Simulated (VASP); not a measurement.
InP: single point with LDA

InP:

```
In P
1.0
     2.94280    2.94280    0.00000
    -2.94280    2.94280    0.00000
     0.00000    2.94280    2.88024
In P
1 1
Direct
  0.00000 0.00000 0.00000
  0.75000 0.25000 0.50000
```

This cell differs from its parent crystal: film at in-plane strain +0.01.

```
Program             : VASP 6.6.1
Task                : single point
Functional          : LDA
Potentials or basis : VASP PAW LDA potentials, release 64 (In_d, P)
Cutoff              : 520 eV
k mesh              : 8 × 8 × 8
Occupations         : gaussian, width 0.01 eV
Spin                : no spin polarisation
```

- Pressure: -0.6 GPa
- Band gap on the k mesh: 0.49 eV

Stress tensor (GPa, compression positive):
```
-0.91  0.00  0.00
 0.00 -0.91  0.00
 0.00  0.00  0.00
```

Levels at points of the mesh, in eV from the valence-band top:
```csv
k point,band 5,band 6,band 7,band 8,band 9,band 10,band 11,band 12,band 13,band 14
"(0.00, 0.00, 0.00)",-14.11,-11.67,-0.10,-0.10,0.00,0.49,3.88,3.91,3.91,8.26
"(0.50, 0.00, 0.00)",-14.10,-9.89,-5.94,-1.14,-1.00,1.27,4.56,4.72,6.85,9.20
"(0.50, 0.50, 0.00)",-14.08,-9.23,-6.01,-2.42,-2.41,1.56,2.12,8.91,9.34,9.48
"(0.00, 0.00, 0.50)",-14.07,-9.16,-5.87,-2.54,-2.54,1.44,1.93,9.12,9.41,9.41
```

It took 48 s on 1 thread of Intel Xeon 8259CL, with other jobs on the host, peak memory 0.18 GiB.

Caveat: the cell differs from its parent crystal (film at in-plane strain +0.01); semilocal functionals underestimate gaps, and a narrow one can read as zero; spin-orbit coupling is left out, which moves the levels of the heavy elements.
